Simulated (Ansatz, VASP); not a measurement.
## Ge8MoW3 in VASP and in Ansatz

```
Ge Mo W
1.0
     4.72641    0.00000    0.00000
     0.00000    4.72641    0.00000
     0.00000    0.00000    8.28589
Ge Mo W
8 1 3
Direct
  0.00000 0.00000 0.33717
  0.00000 0.50000 0.83809
  0.50000 0.00000 0.83809
  0.50000 0.50000 0.33761
  0.00000 0.00000 0.66283
  0.00000 0.50000 0.16191
  0.50000 0.00000 0.16191
  0.50000 0.50000 0.66239
  0.00000 0.00000 0.00000
  0.00000 0.50000 0.50000
  0.50000 0.00000 0.50000
  0.50000 0.50000 0.00000
```

Alike in both runs: functional PBE; k mesh 8 × 8 × 6; occupations gaussian, width 0.1 eV; no spin polarisation.

Ansatz relaxed the structure, and its values are those at the end. VASP's run is a single point on that final structure, the one shown.

|  | VASP | Ansatz |
| --- | --- | --- |
| version | VASP 6.6.1 | Ansatz 0.2.0 |
| potentials or method | VASP PAW PBE potentials, release 64 (Ge_d, Mo_sv, W_sv), cutoff 520 eV | scalar-relativistic, plane waves, PAW |
| valence electrons in the cell | 168 | 168 |

|  | VASP | Ansatz | Ansatz less VASP |
| --- | --- | --- | --- |
| gap on the k mesh at the Fermi level (eV) | none | none | - |
| pressure (GPa) | 0.2 | 0.0 | -0.20 |
| rms of the force components (eV/Å) | 0.003 | 0.000 | -0.0030 |

A gap of «none» marks a metal or a gap that the smearing closes. The functional is the same, so the differences come from potentials, cutoffs and numerics.

Spin-orbit coupling is off throughout.
